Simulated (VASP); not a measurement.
Here is a VASP 6.6.1 calculation.

The input INCAR:

```
SYSTEM = PbSe
  PREC = Accurate
  ENCUT = 600
  EDIFF = 1E-6
  ISMEAR = -1
  SIGMA = 0.02
  LREAL = .FALSE.
  LASPH = .TRUE.
  NELM = 60
  ALGO = Normal
  ISIF = 3
  LWAVE = .FALSE.
  LCHARG = .FALSE.
  GGA = PS
  IBRION = 2
  NSW = 80
  EDIFFG = -0.005
```

Contents of KPOINTS:

```
regular mesh
0
G
  6 6 6
  0 0 0
```

The input POSCAR:

```
PbSe
1.0
    0.0000000000      3.1080350091      3.1080350091
    3.1080350091      0.0000000000      3.1080350091
    3.1080350091      3.1080350091      0.0000000000
Pb Se
1 1
Direct
    0.0000000000      0.0000000000      0.0000000000
    0.5000000000      0.5000000000      0.5000000000
```

Potentials or basis: VASP PAW PBE potentials, release 64 (Pb_d, Se).

Command:

```bash
$ cat potpaw_PBE.64/Pb_d/POTCAR potpaw_PBE.64/Se/POTCAR > POTCAR
$ mpirun -np 1 vasp_std > vasp.out
```

(1) Predict the space group after relaxing (to 0.05 Å).

(2) What does it give for the relaxed cell?

## Answers

(1) Fm-3m (No. 225).

(2) a = 4.315 Å, b = 4.315 Å, c = 4.315 Å, α = 60.00°, β = 60.00°, γ = 60.00°.
